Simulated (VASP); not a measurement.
Cu:

```
Cu
1.0
     0.00000    1.80500    1.80500
     1.80500    0.00000    1.80500
     1.80500    1.80500    0.00000
Cu
1
Direct
  0.00000 0.00000 0.00000
```

| Property | Result |
| --- | --- |
| Program | VASP 6.6.1 |
| Task | relaxation of cell and atoms |
| Functional | PBEsol |
| Potentials or basis | VASP PAW PBE potentials, release 64 (Cu) |
| Cutoff | 600 eV |
| k mesh | 26 × 26 × 26 |
| Occupations | methfessel-paxton, width 0.1 eV |
| Spin | no spin polarisation |

At the start: pressure -5.2 GPa; volume 11.76 Å³/atom.

Problem. Where does the relaxation end?

Solution. Over 3 steps the energy falls by 6.6 meV/atom and the volume is 11.36 Å³/atom (-3.4 %); space group Fm-3m (No. 225, to 0.1 Å) before and after.

The path:
```
step  energy change (eV)  largest force (eV/Å)  pressure (GPa)  volume (Å³)
   1              0.0000                0.0000           -5.15        11.76
   2             -0.0041                0.0000            3.60        11.13
   3             -0.0066                0.0000            0.00        11.36
```

Final structure:
```
Cu
1.0
     0.00000    1.78443    1.78443
     1.78443    0.00000    1.78443
     1.78443    1.78443    0.00000
Cu
1
Direct
  0.00000 0.00000 0.00000
```

Caveat: the PAW data sets were made with another functional, which shifts forces and pressure a little.
